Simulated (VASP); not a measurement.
Wanted: the native input for a VASP 6.6.1 run.

```yaml
Task: single point
Functional: PBE
Potentials_or_basis: VASP PAW PBE potentials, release 64 (Zn, O)
Cutoff: 520 eV
k_mesh: 8 × 4 × 6
Occupations: gaussian, width 0.01 eV
Spin: no spin polarisation
Dipole_correction: no
Further_INCAR_settings: ALGO = Normal; EDIFF = 1e-06; NBANDS = 66
```

The structure of ZnO lies in POSCAR:

```
ZnO
1.0
    3.3495520072      0.0000000000      0.0000000000
    0.0000000000     10.1501770948      0.0000000000
    0.0000000000      0.0000000000      4.7530314250
Zn O
6 6
Direct
    0.5000000000      0.8515123013      0.1074820816
    0.5000000000      0.1484876987      0.1074820816
    0.0000000000      0.0000000000      0.6113184359
    0.5000000000      0.5000000000      0.3886815641
    0.0000000000      0.3515123013      0.8925179184
    0.0000000000      0.6484876987      0.8925179184
    0.5000000000      0.0000000000      0.3744410439
    0.0000000000      0.8480422738      0.8719680386
    0.0000000000      0.1519577262      0.8719680386
    0.5000000000      0.3480422738      0.1280319614
    0.5000000000      0.6519577262      0.1280319614
    0.0000000000      0.5000000000      0.6255589561
```

These files were run (other wordings do the same):

INCAR

```
SYSTEM = ZnO
PREC = Accurate ; ENCUT = 520
EDIFF = 1E-6 ; ISMEAR = 0
SIGMA = 0.01 ; LREAL = .False.
LASPH = .True. ; NELM = 80
ALGO = Normal ; ISIF = 2
LWAVE = .False. ; LCHARG = .False.
GGA = PE ; NBANDS = 66
```

KPOINTS

```
Automatic mesh
0
Gamma
  8 4 6
  0 0 0
```

Potentials or basis: VASP PAW PBE potentials, release 64 (Zn, O).

Run with:

```sh
$ cat potpaw_PBE.64/Zn/POTCAR potpaw_PBE.64/O/POTCAR > POTCAR
$ mpirun -np 1 vasp_std > vasp.out
```

Results of the run:

The pressure is 0.9 GPa and the largest force is 0.028 eV/Å. The band gap on the k mesh is 0.85 eV.

Wall time 12 min on 1 thread of Intel(R) Xeon(R) Platinum 8259CL CPU @ 2.50GHz (Skylake/Cascade Lake), with other jobs on the host, peak memory 0.57 GiB.
